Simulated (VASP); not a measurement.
# CoP (F-43m) in VASP: further runs

CoP is run at these levels: LDA+U; tasks: single point.

Program: VASP 6.6.1. These are calculated values, not measurements. Logs are shortened: lines on timing, memory, paths and dates and some standing lists are left out, and cuts for length are marked.

### Step 1. The cell of the first run

The structure is cubic, space group F-43m (No. 216). Conventional cell: a = 5.397 Å, b = 5.397 Å, c = 5.397 Å, α = 90.00°, β = 90.00°, γ = 90.00°. Co (site symmetry -43m) has 4 P at 2.34 Å within 3.1 Å. P (site symmetry -43m) has 4 Co at 2.34 Å within 3.1 Å.

### Step 2. Single point, LDA+U, collinear spin, ferromagnetic start

INCAR

```
SYSTEM = CoP
ALGO     = Normal         ! electronic algorithm
EDIFF    = 1E-6           ! SCF threshold, eV
ENCUT    = 600            ! plane-wave cutoff, eV
GGA      = CA             ! functional
GGA_COMPAT= .FALSE.      
ISIF     = 2              ! what is computed and relaxed
ISMEAR   = -1             ! smearing method
ISPIN    = 2              ! spin polarisation
LASPH    = .TRUE.         ! aspherical terms in the spheres
LCHARG   = .FALSE.        ! write CHGCAR
LDAU     = .TRUE.         ! DFT+U
LDAUJ    = 0 0          
LDAUL    = 2 -1           ! shell
LDAUPRINT= 1            
LDAUTYPE = 2            
LDAUU    = 1.94 0         ! U, eV
LMAXMIX  = 4              ! l up to which the mixer works
LORBIT   = 11             ! projections on sites
LREAL    = .FALSE.        ! projectors in reciprocal space
LWAVE    = .FALSE.        ! write WAVECAR
MAGMOM   = 3 3 0 0        ! initial moments
NBANDS   = 26             ! bands
NELM     = 200            ! most SCF steps
PREC     = Accurate       ! precision mode
SIGMA    = 0.1            ! smearing width, eV
```

KPOINTS

```
k-points
0
G
  6 6 5
  0 0 0
```

POSCAR

```
CoP
1.0
    2.6983945700      2.6983945700      0.0000000000
   -2.6983945700      2.6983945700      0.0000000000
    0.0000000000      0.0000000000      5.3967891400
Co P
2 2
Direct
    0.0000000000      0.0000000000      0.0000000000
    0.5000000000      0.5000000000      0.5000000000
    0.5000000000      0.0000000000      0.2500000000
    0.0000000000      0.5000000000      0.7500000000
```

Potentials or basis: VASP PAW LDA potentials, release 64 (Co, P).

Run with:

```
cat potpaw_LDA.64/Co/POTCAR potpaw_LDA.64/P/POTCAR > POTCAR
mpirun -np 1 vasp_std > vasp.out
```

OUTCAR:

```text
SYSTEM = CoP
   EDIFF = 1E-6
   ENCUT = 600
   GGA = CA
   ISIF = 2
   ISMEAR = -1
   ISPIN = 2
   LASPH = .TRUE.
   LORBIT = 11
   LREAL = .FALSE.
   NELM = 200
   PREC = Accurate

 ion  position               nearest neighbor table
   1  0.000  0.000  0.000-   3 2.34   4 2.34   4 2.34   3 2.34
   2  0.500  0.500  0.500-   3 2.34   4 2.34   3 2.34   4 2.34
   3  0.500  0.000  0.250-   1 2.34   2 2.34   2 2.34   1 2.34
   4  0.000  0.500  0.750-   1 2.34   2 2.34   1 2.34   2 2.34

  LATTYP: Found a simple tetragonal cell.
 ALAT       =     3.8161061975
 C/A-ratio  =     1.4142135624

  Lattice vectors:

 A1 = (   2.6983945700,   2.6983945700,   0.0000000000)
 A2 = (  -2.6983945700,   2.6983945700,   0.0000000000)
 A3 = (   0.0000000000,   0.0000000000,   5.3967891400)

Analysis of symmetry for initial positions (statically):
=====================================================================
 Subroutine PRICEL returns following result:

  LATTYP: Found a face centered cubic cell.
 ALAT       =     5.3967891400
[... 12 lines left out ...]
 Subroutine GETGRP returns: Found  8 space group operations
 (whereof  8 operations were pure point group operations)
 out of a pool of 16 trial point group operations.

The static configuration has the point symmetry D_2d.

Analysis of symmetry for dynamics (positions and initial velocities):
=====================================================================
 Subroutine PRICEL returns following result:

  LATTYP: Found a face centered cubic cell.
 ALAT       =     5.3967891400
[... 12 lines left out ...]
 Subroutine GETGRP returns: Found  8 space group operations
 (whereof  8 operations were pure point group operations)
 out of a pool of 16 trial point group operations.

The dynamic configuration has the point symmetry D_2d.

Analysis of structural, dynamic, and magnetic symmetry:
=====================================================================
 Subroutine PRICEL returns following result:

  LATTYP: Found a face centered cubic cell.
 ALAT       =     5.3967891400
[... 12 lines left out ...]
 Subroutine GETGRP returns: Found  8 space group operations
 (whereof  8 operations were pure point group operations)
 out of a pool of 16 trial point group operations.

The overall configuration has the point symmetry D_2d.

 Subroutine INISYM returns: Found  8 space group operations
 (whereof  8 operations are pure point group operations),
 and found     2 'primitive' translations

----------------------------------------------------------------------------------------

                                     Primitive cell

  volume of cell :      39.2958

  direct lattice vectors                    reciprocal lattice vectors
     0.000000000 -2.698394570 -2.698394570    -0.185295362 -0.185295362 -0.185295362
     2.698394570  0.000000000 -2.698394570     0.185295362  0.185295362 -0.185295362
     2.698394570 -2.698394570 -0.000000000     0.185295362 -0.185295362  0.185295362

  length of vectors
     3.816106198  3.816106198  3.816106198     0.320940982  0.320940982  0.320940982

  position of ions in fractional coordinates (direct lattice)
     0.000000000  0.000000000  0.000000000
     0.250000000  0.250000000  0.250000000

  ion indices of the primitive-cell ions
   primitive index   ion index
                 1           1
                 2           3

[... 135 lines left out ...]
  o =  0.5357  v =  0.0000  0.0000  0.0000  0.0000  0.0000  0.0000  0.9805  0.0000  0.1967 -0.0000      0.0000  0.0000  0.0000  0.0000  0.0000  0.0000  0.0000  0.0000  0.0000  0.0000
  o =  0.5357  v =  0.0000  0.0000  0.0000  0.0000  0.0000  0.0000 -0.1967  0.0000  0.9805 -0.0000      0.0000  0.0000  0.0000  0.0000  0.0000  0.0000  0.0000  0.0000  0.0000  0.0000
  o =  0.8020  v =  0.0000  0.5232 -0.0000 -0.8522 -0.0000  0.0000  0.0000  0.0000  0.0000  0.0000      0.0000  0.0000  0.0000  0.0000  0.0000  0.0000  0.0000  0.0000  0.0000  0.0000
  o =  0.8020  v =  0.0000 -0.8522  0.0000 -0.5232  0.0000  0.0000  0.0000  0.0000  0.0000  0.0000      0.0000  0.0000  0.0000  0.0000  0.0000  0.0000  0.0000  0.0000  0.0000  0.0000
  o =  0.8029  v =  1.0000  0.0000  0.0000  0.0000  0.0000  0.0000  0.0000  0.0000  0.0000  0.0000      0.0000  0.0000  0.0000  0.0000  0.0000  0.0000  0.0000  0.0000  0.0000  0.0000
  o =  0.8355  v =  0.0000  0.0000  0.0000  0.0000  0.0000  0.0000  0.0000 -1.0000  0.0000 -0.0000      0.0000  0.0000  0.0000  0.0000  0.0000  0.0000  0.0000  0.0000  0.0000  0.0000
  o =  0.8373  v =  0.0000  0.0000  0.0000  0.0000  0.0000  0.0000  0.0000  0.0000 -0.0000 -1.0000      0.0000  0.0000  0.0000  0.0000  0.0000  0.0000  0.0000  0.0000  0.0000  0.0000
  o =  0.8626  v =  0.0000  0.0000  0.0000 -0.0000  1.0000  0.0000  0.0000  0.0000  0.0000  0.0000      0.0000  0.0000  0.0000  0.0000  0.0000  0.0000  0.0000  0.0000  0.0000  0.0000
  o =  0.8633  v =  0.0000  0.0000  1.0000 -0.0000 -0.0000  0.0000  0.0000  0.0000  0.0000  0.0000      0.0000  0.0000  0.0000  0.0000  0.0000  0.0000  0.0000  0.0000  0.0000  0.0000

atom =   2  type =  1  l = 2

 onsite density matrix

spin component  1

  0.8029 -0.0000  0.0000 -0.0000  0.0000
 -0.0000  0.8020  0.0000 -0.0000 -0.0000
  0.0000  0.0000  0.8633  0.0000 -0.0000
 -0.0000 -0.0000  0.0000  0.8020  0.0000
  0.0000 -0.0000 -0.0000  0.0000  0.8626

spin component  2

  0.5343  0.0000 -0.0000  0.0000 -0.0000
  0.0000  0.5357 -0.0000 -0.0000  0.0000
 -0.0000 -0.0000  0.8355 -0.0000  0.0000
  0.0000 -0.0000 -0.0000  0.5357 -0.0000
 -0.0000  0.0000  0.0000 -0.0000  0.8373

 occupancies and eigenvectors

  o =  0.5343  v =  0.0000  0.0000  0.0000  0.0000  0.0000  1.0000  0.0000  0.0000  0.0000  0.0000      0.0000  0.0000  0.0000  0.0000  0.0000  0.0000  0.0000  0.0000  0.0000  0.0000
  o =  0.5357  v =  0.0000  0.0000  0.0000  0.0000  0.0000  0.0000  0.9999 -0.0000  0.0135 -0.0000      0.0000  0.0000  0.0000  0.0000  0.0000  0.0000  0.0000  0.0000  0.0000  0.0000
  o =  0.5357  v =  0.0000  0.0000  0.0000  0.0000  0.0000  0.0000  0.0135  0.0000 -0.9999  0.0000      0.0000  0.0000  0.0000  0.0000  0.0000  0.0000  0.0000  0.0000  0.0000  0.0000
  o =  0.8020  v =  0.0000 -0.9182 -0.0000 -0.3960 -0.0000  0.0000  0.0000  0.0000  0.0000  0.0000      0.0000  0.0000  0.0000  0.0000  0.0000  0.0000  0.0000  0.0000  0.0000  0.0000
  o =  0.8020  v =  0.0000  0.3960 -0.0000 -0.9182 -0.0000  0.0000  0.0000  0.0000  0.0000  0.0000      0.0000  0.0000  0.0000  0.0000  0.0000  0.0000  0.0000  0.0000  0.0000  0.0000
  o =  0.8029  v =  1.0000  0.0000  0.0000  0.0000  0.0000  0.0000  0.0000  0.0000  0.0000  0.0000      0.0000  0.0000  0.0000  0.0000  0.0000  0.0000  0.0000  0.0000  0.0000  0.0000
  o =  0.8355  v =  0.0000  0.0000  0.0000  0.0000  0.0000  0.0000 -0.0000 -1.0000 -0.0000  0.0000      0.0000  0.0000  0.0000  0.0000  0.0000  0.0000  0.0000  0.0000  0.0000  0.0000
  o =  0.8373  v =  0.0000  0.0000  0.0000  0.0000  0.0000  0.0000  0.0000  0.0000  0.0000  1.0000      0.0000  0.0000  0.0000  0.0000  0.0000  0.0000  0.0000  0.0000  0.0000  0.0000
  o =  0.8626  v =  0.0000 -0.0000 -0.0000  0.0000 -1.0000  0.0000  0.0000  0.0000  0.0000  0.0000      0.0000  0.0000  0.0000  0.0000  0.0000  0.0000  0.0000  0.0000  0.0000  0.0000
  o =  0.8633  v =  0.0000 -0.0000  1.0000 -0.0000 -0.0000  0.0000  0.0000  0.0000  0.0000  0.0000      0.0000  0.0000  0.0000  0.0000  0.0000  0.0000  0.0000  0.0000  0.0000  0.0000

 number of electron      28.0000000 magnetization       1.5290475

 Free energy of the ion-electron system (eV)
  ---------------------------------------------------
  ext. energy  EPLUGINS =         0.00000000
  ---------------------------------------------------
  free energy    TOTEN  =       -23.64443036 eV

  energy without entropy =      -23.53855739  energy(sigma->0) =      -23.59149387

 E-fermi :   4.0553     XC(G=0): -10.0752

 val. band max:        4.0189907412   @ k =   0.5000   0.3333   0.0000
 cond. band min:       4.0562505590   @ k =   0.0000   0.0000   0.2000
 fundamental gap:      0.0372598178
 Fermi energy:         4.0552946900

 spin component 1

 k-point     1 :       0.0000    0.0000    0.0000
  band No.  band energies     occupation
      1      -6.9704      1.00000
      2      -5.1891      1.00000
      3      -0.3472      1.00000
      4       0.8468      1.00000
      5       0.8485      1.00000
      6       0.8485      1.00000
[... 1385 lines left out ...]
     25      14.1562      0.00000
     26      14.1562      0.00000

 [... further k-points ...]

------------------------ aborting loop because EDIFF is reached ----------------------------------------

  FORCE on cell =-STRESS in cart. coord.  units (eV):
  Direction    XX          YY          ZZ          XY          YZ          ZX
  --------------------------------------------------------------------------------------
  -------------------------------------------------------------------------------------
  Total      -11.4747199    -11.4747199    -11.4703109      0.0000000      0.0000000      0.0000000
  in kB     -233.9248287   -233.9248287   -233.8349480      0.0000000      0.0000000      0.0000000
  external PRESSURE =    -233.8948685 kB  Pullay stress =       0.0000000 kB

 VOLUME and BASIS-vectors are now :
 -----------------------------------------------------------------------------
  energy-cutoff  :      600.00
  volume of cell :       78.59
      direct lattice vectors                 reciprocal lattice vectors
     2.698394570  2.698394570  0.000000000     0.185295362  0.185295362  0.000000000
    -2.698394570  2.698394570  0.000000000    -0.185295362  0.185295362  0.000000000
     0.000000000  0.000000000  5.396789140     0.000000000  0.000000000  0.185295362

 POSITION                                       TOTAL-FORCE (eV/Angst)
 -----------------------------------------------------------------------------------
      0.00000      0.00000      0.00000        -0.000000     -0.000000      0.000000
      0.00000      2.69839      2.69839         0.000000      0.000000      0.000000
      1.34920      1.34920      1.34920         0.000000      0.000000      0.000000
     -1.34920      1.34920      4.04759         0.000000      0.000000     -0.000000
 -----------------------------------------------------------------------------------
    total drift:                               -0.000000      0.000000      0.000000

  FREE ENERGIE OF THE ION-ELECTRON SYSTEM (eV)
  ---------------------------------------------------
  free  energy   TOTEN  =       -23.6444303568 eV

  energy  without entropy=      -23.5385573925  energy(sigma->0) =      -23.59149387

 total charge

# of ion       s       p       d       tot
------------------------------------------
    1        0.430   0.334   7.384   8.148
    2        0.430   0.334   7.384   8.148
    3        1.059   1.330   0.000   2.389
    4        1.059   1.330   0.000   2.389
--------------------------------------------------
tot          2.979   3.328  14.767  21.074

 magnetization (x)

# of ion       s       p       d       tot
------------------------------------------
    1        0.011   0.006   0.855   0.871
    2        0.011   0.006   0.855   0.871
    3        0.005  -0.078   0.000  -0.072
    4        0.005  -0.078   0.000  -0.072
--------------------------------------------------
tot          0.032  -0.144   1.709   1.598
```

Run time: 4.1 min. Hardware: 1 thread of Oxide Virtual Turin-like, shared host; peak memory 0.21 GiB.

What came out:

```
Free energy                                           : -23.6444 eV
Pressure                                              : -23.4 GPa
Net moment                                            : 1.53 μB per cell
Site moments                                          : Co +0.87; P -0.07 μB
Valence electrons inside the program's atomic spheres : Co 8.15; P 2.39
```

Levels at points of the mesh, in eV from the Fermi level:
Spin up:
```
           k point  band 12  band 13  band 14  band 15  band 16  band 17  band 18  band 19
(0.00, 0.00, 0.00)    -1.49    -1.20    -0.38    -0.38     2.88     2.88     2.88     4.43
(0.50, 0.00, 0.00)    -1.71    -0.72    -0.72    -0.33    -0.33     1.57     1.57     6.36
(0.50, 0.50, 0.00)    -1.50    -1.20    -1.20    -0.38    -0.38    -0.38    -0.38     4.44
```
Spin down:
```tsv
k point	band 9	band 10	band 11	band 12	band 13	band 14	band 15	band 16	band 17	band 18
(0.00, 0.00, 0.00)	-1.12	-1.12	-0.86	-0.84	-0.70	0.33	0.33	3.42	3.42	3.42
(0.50, 0.00, 0.00)	-1.06	-1.06	-0.84	-0.84	0.11	0.11	0.58	0.58	2.03	2.03
(0.50, 0.50, 0.00)	-0.86	-0.86	-0.84	-0.84	-0.70	-0.70	0.33	0.33	0.33	0.33
```

Eigenvalues of the final occupation matrices:
| site | spin | trace | eigenvalues |
| --- | --- | --- | --- |
| site 1 d | 1 | 4.13 | 0.80 0.80 0.80 0.86 0.86 |
| site 1 d | 2 | 3.28 | 0.53 0.54 0.54 0.84 0.84 |
| site 2 d | 1 | 4.13 | 0.80 0.80 0.80 0.86 0.86 |
| site 2 d | 2 | 3.28 | 0.53 0.54 0.54 0.84 0.84 |

Caveat: the cell stands under tension; the U is typed as a test and isn't derived for this compound.

### Step 3. Single point, LDA+U, collinear spin, antiferromagnetic start

POSCAR is that of step 2.

INCAR.step1

```
PREC     = Accurate       # precision mode
ENCUT    = 520            # plane-wave cutoff, eV
EDIFF    = 1E-6           # SCF threshold, eV
ISMEAR   = -1             # smearing method
SIGMA    = 0.1            # smearing width, eV
LREAL    = F              # projectors in reciprocal space
LASPH    = T              # aspherical terms in the spheres
NELM     = 200            # most SCF steps
ALGO     = Normal         # electronic algorithm
ISIF     = 2              # what is computed and relaxed
LWAVE    = F              # write WAVECAR
LCHARG   = T              # write CHGCAR
ISPIN    = 2              # spin polarisation
MAGMOM   = 3 -3 0 0       # initial moments
LMAXMIX  = 4              # l up to which the mixer works
LDAU     = T              # DFT+U
LDAUTYPE = 2            
LDAUL    = 2 -1           # shell
LDAUU    = 1.94 0         # U, eV
LDAUJ    = 0 0          
LDAUPRINT= 1            
NBANDS   = 26             # bands
GGA_COMPAT= F            
NEDOS    = 2001           # points of the DOS
LORBIT   = 11             # projections on sites
```

KPOINTS.step1

```
Automatic mesh
0
Gamma
  6 6 5
```

INCAR.step2

```
PREC     = Accurate       # precision mode
ENCUT    = 520            # plane-wave cutoff, eV
EDIFF    = 1E-6           # SCF threshold, eV
ISMEAR   = -5             # smearing method
SIGMA    = 0.1            # smearing width, eV
LREAL    = F              # projectors in reciprocal space
LASPH    = T              # aspherical terms in the spheres
NELM     = 200            # most SCF steps
ALGO     = Normal         # electronic algorithm
ISIF     = 2              # what is computed and relaxed
LWAVE    = F              # write WAVECAR
LCHARG   = F              # write CHGCAR
ISPIN    = 2              # spin polarisation
MAGMOM   = 3 -3 0 0       # initial moments
LORBIT   = 11             # projections on sites
LMAXMIX  = 4              # l up to which the mixer works
LDAU     = T              # DFT+U
LDAUTYPE = 2            
LDAUL    = 2 -1           # shell
LDAUU    = 1.94 0         # U, eV
LDAUJ    = 0 0          
LDAUPRINT= 1            
NBANDS   = 26             # bands
NEDOS    = 1001           # points of the DOS
ICHARG   = 11             # starting density
GGA_COMPAT= F
```

KPOINTS.step2

```
Automatic mesh
0
Gamma
  9 9 8
```

Potentials or basis: VASP PAW LDA potentials, release 64 (Co, P).

Run with:

```
cat potpaw_LDA.64/Co/POTCAR potpaw_LDA.64/P/POTCAR > POTCAR
cp INCAR.step1 INCAR
cp KPOINTS.step1 KPOINTS
mpirun -np 1 vasp_std > vasp.out
cp INCAR.step2 INCAR
cp KPOINTS.step2 KPOINTS
mpirun -np 1 vasp_std > vasp.out
```

Run time: 5.8 min. Hardware: 1 thread of Oxide Virtual Turin-like, shared host; peak memory 0.27 GiB.

Results (log left out):

```yaml
Net_moment: 0.00 μB per cell
Site_moments: Co +1.10, -1.10; P +0.00 μB
Valence_electrons_inside_the_program's_atomic_spheres: Co 8.15; P 2.39
```

Levels at points of the mesh, in eV from the Fermi level:
Spin up:
| k point | band 12 | band 13 | band 14 | band 15 | band 16 | band 17 |
| --- | --- | --- | --- | --- | --- | --- |
| (0.00, 0.00, 0.00) | -0.74 | -0.71 | -0.05 | -0.05 | 3.14 | 3.20 |
| (0.00, 0.00, 0.50) | -0.76 | 0.85 | 1.03 | 1.03 | 1.49 | 1.71 |
Spin down:
```tsv
k point	band 11	band 12	band 13	band 14	band 15	band 16	band 17	band 18
(0.00, 0.00, 0.00)	-1.24	-0.74	-0.71	-0.05	-0.05	3.14	3.20	3.20
(0.00, 0.00, 0.50)	-1.41	-0.76	0.85	1.03	1.03	1.49	1.71	1.71
```

Eigenvalues of the final occupation matrices:
| site | spin | trace | eigenvalues |
| --- | --- | --- | --- |
| site 1 d | 1 | 4.24 | 0.82 0.82 0.83 0.88 0.89 |
| site 1 d | 2 | 3.15 | 0.53 0.53 0.54 0.76 0.79 |
| site 2 d | 1 | 3.15 | 0.53 0.53 0.54 0.76 0.79 |
| site 2 d | 2 | 4.24 | 0.82 0.82 0.83 0.88 0.89 |

Caveat: the antiferromagnetic order is the one typed at the start, and another may lie lower; the U is typed as a test and isn't derived for this compound.
